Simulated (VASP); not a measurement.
**LiBi: relaxation of cell and atoms with LDA**

LiBi:

```
Li Bi
1.0
     3.28000    0.00000    0.00000
     0.00000    3.28000    0.00000
     0.00000    0.00000    4.42800
Li Bi
1 1
Direct
  0.00000 0.00000 0.00000
  0.50000 0.50000 0.50000
```

- Program: VASP 6.6.1
- Task: relaxation of cell and atoms
- Functional: LDA
- Potentials or basis: VASP PAW LDA potentials, release 64 (Li_sv, Bi_d)
- Cutoff: 600 eV
- k mesh: 8 × 8 × 6
- Occupations: gaussian, width 0.05 eV
- Spin: no spin polarisation
- Dipole correction: no
- Further INCAR settings: ALGO = Normal; EDIFF = 1e-06; IBRION = 2; EDIFFG = -0.02; NSW = 80; ISIF = 3

| Item | Value |
| --- | --- |
| Relaxed volume | 22.16 Å³/atom |
| Relaxed cell | a = 3.303 Å, b = 3.303 Å, c = 4.063 Å, α = 90.00°, β = 90.00°, γ = 90.00° |
| Space group after relaxing (to 0.1 Å) | P4/mmm (No. 123) |
| Energy gained by relaxing | 21.8 meV/atom |
| Ionic steps | 9 |
| Pressure after relaxing | 0.0 GPa |
| Band gap on the k mesh | zero (bands 9 and 10 overlap by 5.42 eV) |

Stress tensor (GPa, compression positive):
```
-0.07  0.00  0.00
 0.00 -0.07  0.00
 0.00  0.00  0.04
```

The path:
| step | energy change (eV) | largest force (eV/Å) | pressure (GPa) | volume (Å³) |
| --- | --- | --- | --- | --- |
| 1 | 0.0000 | 0.0000 | -1.96 | 47.64 |
| 2 | -0.0206 | 0.0000 | -0.50 | 45.66 |
| 3 | -0.0237 | 0.0000 | 0.36 | 44.72 |
| 4 | -0.0313 | 0.0000 | 0.22 | 44.69 |
| 5 | -0.0432 | 0.0000 | -0.23 | 44.54 |
| 6 | -0.0432 | 0.0000 | -0.20 | 44.57 |
| 7 | -0.0434 | 0.0000 | -0.24 | 44.55 |
| 8 | -0.0435 | 0.0000 | 0.09 | 44.19 |
| 9 | -0.0435 | 0.0000 | -0.03 | 44.32 |

Final structure:
```
Li Bi
1.0
     3.30302    0.00000    0.00000
     0.00000    3.30302    0.00000
     0.00000    0.00000    4.06267
Li Bi
1 1
Direct
  0.00000 0.00000 0.00000
  0.50000 0.50000 0.50000
```

Levels at points of the mesh, in eV from the Fermi level:
| k point | band 7 | band 8 | band 9 | band 10 | band 11 | band 12 |
| --- | --- | --- | --- | --- | --- | --- |
| (0.00, 0.00, 0.00) | -12.63 | -1.47 | 2.35 | 2.48 | 2.48 | 6.63 |
| (0.50, 0.00, 0.00) | -10.85 | -5.00 | 0.92 | 3.43 | 4.61 | 4.80 |
| (0.50, 0.50, 0.00) | -8.96 | -3.43 | -3.43 | 2.23 | 2.92 | 6.17 |
| (0.00, 0.00, 0.50) | -12.16 | -4.81 | 3.52 | 3.52 | 5.91 | 7.76 |
| (0.50, 0.00, 0.50) | -10.29 | -4.56 | -3.26 | 1.58 | 5.49 | 8.89 |
| (0.50, 0.50, 0.50) | -8.48 | -2.46 | -2.46 | -0.64 | 2.09 | 2.09 |

It took 4.5 min on 1 thread of AMD EPYC 7R13, on a shared host, peak memory 0.16 GiB.

Caveat: the cutoff is under 1.25 times the usual one of these potentials, so pressure, stress and relaxed cells hold a basis-set (Pulay) error; spin-orbit coupling is left out, which moves the levels of the heavy elements.
